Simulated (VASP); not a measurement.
# SnO in VASP: single point with PBE+D3(BJ)

Aim: the single point of SnO with PBE+D3(BJ).

Everything below comes from runs of VASP 6.6.1. Logs are shortened: lines on timing, memory, paths and dates and some standing lists are left out, and cuts for length are marked.

## Step 1: The cell of the first run

The cell holds a slab with vacuum, 8 atoms: a = 3.820 Å, b = 3.820 Å, c = 22.226 Å, α = 90.00°, β = 90.00°, γ = 90.00°.

## Step 2: Single point, PBE+D3(BJ) (layers slid over each other, then relaxed in part)

Input file INCAR:

```
SYSTEM = SnO
PREC = Accurate
ENCUT = 520
EDIFF = 1E-7
ISMEAR = 0
SIGMA = 0.05
LREAL = .False.
LASPH = .True.
NELM = 80
ALGO = Normal
ISIF = 2
LWAVE = .False.
LCHARG = .False.
LDIPOL = .True.
IDIPOL = 3
DIPOL = 0.5 0.5 0.390
GGA = PE
IVDW = 12
NBANDS = 50
```

Input file KPOINTS:

```
regular mesh
0
Gamma
  7 7 1
  0 0 0
```

Input file POSCAR:

```
SnO
1.0
    3.8201634548      0.0000000000      0.0000000000
    0.0000000000      3.8201634548      0.0000000000
    0.0000000000      0.0000000000     22.2260811900
Sn O
4 4
Direct
    0.7500000000      0.2500000000      0.2024648413
    0.2500000000      0.7500000000      0.3086002074
    0.2500000000      1.2500000000      0.4715448103
   -0.2500000000      1.7500000000      0.5776803205
    0.2500000000      0.2500000000      0.2555464737
    0.7500000000      0.7500000000      0.2555904322
   -0.2500000000      1.2500000000      0.5245551179
    0.2500000000      1.7500000000      0.5245989564
```

Potentials or basis: VASP PAW PBE potentials, release 64 (Sn_d, O).

The run is started by

```console
> cat potpaw_PBE.64/Sn_d/POTCAR potpaw_PBE.64/O/POTCAR > POTCAR
> mpirun -np 1 vasp_std > vasp.out
```

OUTCAR:

```text
SYSTEM = SnO
   PREC = Accurate
   ENCUT = 520
   EDIFF = 1E-7
   ISMEAR = 0
   LREAL = .False.
   LASPH = .True.
   NELM = 80
   ISIF = 2
   GGA = PE
   IVDW = 12
 IVDW          = 12

 ion  position               nearest neighbor table
   1  0.750  0.250  0.202-   5 2.25   5 2.25   6 2.25   6 2.25   2 3.59   2 3.59   2 3.59   2 3.59

   2  0.250  0.750  0.309-   6 2.24   6 2.24   5 2.24   5 2.24   1 3.59   1 3.59   1 3.59   1 3.59

   3  0.250  0.250  0.472-   7 2.24   7 2.24   8 2.24   8 2.24   4 3.59   4 3.59   4 3.59   4 3.59

   4  0.750  0.750  0.578-   8 2.25   8 2.25   7 2.25   7 2.25   3 3.59   3 3.59   3 3.59   3 3.59

   5  0.250  0.250  0.256-   2 2.24   2 2.24   1 2.25   1 2.25
   6  0.750  0.750  0.256-   2 2.24   2 2.24   1 2.25   1 2.25
   7  0.750  0.250  0.525-   3 2.24   3 2.24   4 2.25   4 2.25
   8  0.250  0.750  0.525-   3 2.24   3 2.24   4 2.25   4 2.25

  LATTYP: Found a simple tetragonal cell.
 ALAT       =     3.8201634548
 C/A-ratio  =     5.8180969095

  Lattice vectors:

 A1 = (   3.8201634548,   0.0000000000,   0.0000000000)
 A2 = (   0.0000000000,   3.8201634548,   0.0000000000)
 A3 = (   0.0000000000,   0.0000000000,  22.2260811900)

Analysis of symmetry for initial positions (statically):
=====================================================================
 Subroutine PRICEL returns:
 Original cell was already a primitive cell.

 Routine SETGRP: Setting up the symmetry group for a
 simple tetragonal supercell.

 Subroutine GETGRP returns: Found  8 space group operations
 (whereof  1 operations were pure point group operations)
 out of a pool of 16 trial point group operations.

The static configuration has the point symmetry C_1 .
 The point group associated with its full space group is D_2h.

Analysis of symmetry for dynamics (positions and initial velocities):
=====================================================================
 Subroutine PRICEL returns:
 Original cell was already a primitive cell.

 Routine SETGRP: Setting up the symmetry group for a
 simple tetragonal supercell.

 Subroutine GETGRP returns: Found  8 space group operations
 (whereof  1 operations were pure point group operations)
 out of a pool of 16 trial point group operations.

The dynamic configuration has the point symmetry C_1 .
 The point group associated with its full space group is D_2h.

 Subroutine INISYM returns: Found  8 space group operations
 (whereof  1 operations are pure point group operations),
 and found     1 'primitive' translations

----------------------------------------------------------------------------------------

                                     Primitive cell

  volume of cell :     324.3596

  direct lattice vectors                    reciprocal lattice vectors
     3.820163455  0.000000000  0.000000000     0.261768904  0.000000000  0.000000000
     0.000000000  3.820163455  0.000000000     0.000000000  0.261768904  0.000000000
     0.000000000  0.000000000 22.226081190     0.000000000  0.000000000  0.044992187

  length of vectors
     3.820163455  3.820163455 22.226081190     0.261768904  0.261768904  0.044992187

  position of ions in fractional coordinates (direct lattice)
     0.750000000  0.250000000  0.202464841
     0.250000000  0.750000000  0.308600207
     0.250000000  0.250000000  0.471544810
     0.750000000  0.750000000  0.577680321
     0.250000000  0.250000000  0.255546474
     0.750000000  0.750000000  0.255590432
     0.750000000  0.250000000  0.524555118
     0.250000000  0.750000000  0.524598956

  ion indices of the primitive-cell ions
   primitive index   ion index
                 1           1
                 2           2
                 3           3
                 4           4
                 5           5
                 6           6
                 7           7
                 8           8

----------------------------------------------------------------------------------------

 KPOINTS: regular mesh

Automatic generation of k-mesh.
 Grid dimensions read from file:
 generate k-points for:    7    7    1

 Generating k-lattice:

  Cartesian coordinates                     Fractional coordinates (reciprocal lattice)
     0.037395558  0.000000000  0.000000000     0.142857143  0.000000000  0.000000000
     0.000000000  0.037395558  0.000000000     0.000000000  0.142857143  0.000000000
     0.000000000  0.000000000  0.044992187     0.000000000  0.000000000  1.000000000

  Length of vectors
     0.037395558  0.037395558  0.044992187

  Shift w.r.t. Gamma in fractional coordinates (k-lattice)
     0.000000000  0.000000000  0.000000000

 Subroutine IBZKPT returns following result:
 ===========================================

 Found     16 irreducible k-points:

 Following reciprocal coordinates:
            Coordinates               Weight
  0.000000  0.000000  0.000000      1.000000
  0.142857  0.000000  0.000000      2.000000
  0.000000  0.142857  0.000000      2.000000
  0.285714  0.000000  0.000000      2.000000
  0.000000  0.285714  0.000000      2.000000
  0.428571  0.000000  0.000000      2.000000
[... 8 lines left out ...]
 -0.285714  0.428571  0.000000      4.000000
  0.428571  0.428571  0.000000      4.000000
   k-points           NKPTS =     16   k-points in BZ     NKDIM =     16   number of bands    NBANDS=     50
   number of dos      NEDOS =    301   number of ions     NIONS =      8
   total plane-waves  NPLWV = 131712
   dimension x,y,z NGX =    28 NGY =   28 NGZ =  168
   dimension x,y,z NGXF=    56 NGYF=   56 NGZF=  336
   ions per type =               4   4
   NGX,Y,Z   is equivalent  to a cutoff of  12.19, 12.19, 12.57 a.u.
   NGXF,Y,Z  is equivalent  to a cutoff of  24.37, 24.37, 25.13 a.u.
 SYSTEM =  SnO
   PREC   = accura    normal or accurate (medium, high low for compatibility)
   ISTART =      0    job   : 0-new  1-cont  2-samecut
   ICHARG =      2    charge: 1-file 2-atom 10-const
   ISPIN  =      1    spin polarized calculation?
   LNONCOLLINEAR =      F non collinear calculations
   LSORBIT =      F    spin-orbit coupling
   LASPH  =      T    aspherical Exc in radial PAW
   ENCUT  =  520.0 eV  38.22 Ry    6.18 a.u.   7.10  7.10 41.33*2*pi/ulx,y,z
   NELM   =     80;   NELMIN=  2; NELMDL= -5     # of ELM steps
   EDIFF  = 0.1E-06   stopping-criterion for ELM
   LREAL  =      F    real-space projection
   EDIFFG = 0.1E-05   stopping-criterion for IOM
   NSW    =      0    number of steps for IOM
   IBRION =     -1    ionic relax: 0-MD 1-quasi-New 2-CG
   NFREE  =      0    steps in history (QN), initial steepest desc. (CG)
   ISIF   =      2    stress and relaxation
   ISYM   =      2    0-nonsym 1-usesym 2-fastsym
   POTIM  = 0.5000    time-step for ionic-motion
   TEBEG  =    0.0;   TEEND  =   0.0 temperature during run
   PSTRESS=    0.0 pullay stress
   NELECT =      80.0000    total number of electrons
   NUPDOWN=      -1.0000    fix difference up-down
   EMIN   =  10.00;   EMAX   =-10.00  energy-range for DOS
   EFERMI =   0.00;   METHOD = LEGACY
   ISMEAR =     0;   SIGMA  =   0.05  broadening in eV -4-tet -1-fermi 0-gaus
   EFERMI_NEDOS =   21; number of points for ismear=-14 and -15
   IALGO  =     38    algorithm
   IMIX   =      4    mixing-type and parameters
     AMIX     =   0.40;   BMIX     =  1.00
     AMIX_MAG =   1.60;   BMIX_MAG =  1.00
  volume/ion in A,a.u.               =      40.54       273.61
  Fermi-wavevector in a.u.,A,eV,Ry     =   1.026666  1.940118 14.341130  1.054043
  Thomas-Fermi vector in A             =   2.160571
   LORBIT       =      0    0 simple, 1 ext, 2 COOP (PROOUT), +10 PAW based schemes
   GGA     = PE    functional components
   LHFCALC =     F    Hartree Fock is set to
   AEXX    =    0.0000 exact exchange contribution
   IVDW    =    12    specifies the selected vdW correction
   LEPSILON=     F    determine dielectric tensor
   LRPA    =     F    only Hartree local field effects (RPA)
 non-spin polarized calculation
 Gauss-broadening in eV      SIGMA  =   0.05
  energy-cutoff  :      520.00
  volume of cell :      324.36
 maximum number of plane-waves:      8769
   NGX = 15   NGY = 15   NGZ = 83

 dipolmoment           0.000000      0.000000      0.000013 electrons x Angstroem

 number of electron      79.9999970 magnetization

 dipolmoment           0.000000      0.000000     -0.000057 electrons x Angstroem

 Free energy of the ion-electron system (eV)
  ---------------------------------------------------
  ext. energy  EPLUGINS =         0.00000000
  ---------------------------------------------------
  free energy    TOTEN  =       -45.14479017 eV

  energy without entropy =      -45.14479017  energy(sigma->0) =      -45.14479017

 E-fermi :   0.2893     XC(G=0):  -5.2444

 val. band max:        0.0253086721   @ k =   0.2857   0.0000   0.0000
 cond. band min:       1.9724878329   @ k =   0.4286   0.0000   0.0000
 fundamental gap:      1.9471791607
 Fermi energy:         0.2892606741

 k-point     1 :       0.0000    0.0000    0.0000
  band No.  band energies     occupation
      1     -21.0565      2.00000
      2     -21.0562      2.00000
      3     -20.6923      2.00000
      4     -20.6920      2.00000
      5     -20.6570      2.00000
      6     -20.6568      2.00000
[... 42 lines left out ...]
     49       5.3089      0.00000
     50       5.3208      0.00000

 k-point     2 :       0.1429    0.0000    0.0000
  band No.  band energies     occupation
      1     -21.0475      2.00000
      2     -21.0472      2.00000
      3     -20.6931      2.00000
      4     -20.6928      2.00000
      5     -20.6585      2.00000
      6     -20.6558      2.00000
[... 734 lines left out ...]
 k-point    16 :       0.4286    0.4286    0.0000
  band No.  band energies     occupation
      1     -20.9972      2.00000
      2     -20.9968      2.00000
      3     -20.9830      2.00000
      4     -20.9827      2.00000
      5     -20.6633      2.00000
      6     -20.6626      2.00000
[... 42 lines left out ...]
     49       6.4396      0.00000
     50       6.4486      0.00000

------------------------ aborting loop because EDIFF is reached ----------------------------------------

 vacuum level on the upper side and lower side of the slab       (xc-potential included)        -0.125        -0.124

 Edisp (eV)   -1.29342

 E8    (eV) :    -0.5722

  FORCE on cell =-STRESS in cart. coord.  units (eV):
  Direction    XX          YY          ZZ          XY          YZ          ZX
  --------------------------------------------------------------------------------------
  -------------------------------------------------------------------------------------
  Total       0.38380     0.66277     0.28841     0.00000     0.00000     0.00000
  in kB       1.89576     3.27378     1.42458     0.00000     0.00000     0.00000
  external pressure =        2.20 kB  Pullay stress =        0.00 kB

 VOLUME and BASIS-vectors are now :
 -----------------------------------------------------------------------------
  energy-cutoff  :      520.00
  volume of cell :      324.36
      direct lattice vectors                 reciprocal lattice vectors
     3.820163455  0.000000000  0.000000000     0.261768904  0.000000000  0.000000000
     0.000000000  3.820163455  0.000000000     0.000000000  0.261768904  0.000000000
     0.000000000  0.000000000 22.226081190     0.000000000  0.000000000  0.044992187

 POSITION                                       TOTAL-FORCE (eV/Angst)
 -----------------------------------------------------------------------------------
      2.86512      0.95504      4.50000         0.000000     -0.000000     -0.097184
      0.95504      2.86512      6.85897         0.000000      0.000000      0.096879
      0.95504      0.95504     10.48059         0.000000      0.000000     -0.096879
      2.86512      2.86512     12.83957         0.000000      0.000000      0.097184
      0.95504      0.95504      5.67980         0.000000      0.000000      0.000813
      2.86512      2.86512      5.68077         0.000000      0.000000      0.001796
      2.86512      0.95504     11.65880         0.000000      0.000000     -0.001796
      0.95504      2.86512     11.65978         0.000000      0.000000     -0.000813
 -----------------------------------------------------------------------------------
    total drift:                                0.000000      0.000000     -0.024015

  FREE ENERGIE OF THE ION-ELECTRON SYSTEM (eV)
  ---------------------------------------------------
  free  energy   TOTEN  =       -46.4382142252 eV

  energy  without entropy=      -46.4382142252  energy(sigma->0) =      -46.43821423

 vacuum level on the upper side and lower side of the slab         4.833         4.834
```

Wall time 3.9 min (1 thread of AMD EPYC 9R45 (Zen 5), shared host); peak memory 0.41 GiB.

Results:

- Free energy: -46.4382 eV
- Largest force: 0.097 eV/Å
- Band gap on the k mesh: 1.95 eV (least direct gap 2.13 eV)
- Dispersion energy per atom: -0.162 eV

Forces in eV/Å, atoms in the order of the input:
```
Sn   0.000  0.000 -0.097
Sn   0.000  0.000  0.097
Sn   0.000  0.000 -0.097
Sn   0.000  0.000  0.097
O    0.000  0.000  0.001
O    0.000  0.000  0.002
O    0.000  0.000 -0.002
O    0.000  0.000 -0.001
```

Caveat: the cell differs from its parent crystal (layers slid over each other, then relaxed in part); spin-orbit coupling is left out, which moves the levels of the heavy elements.
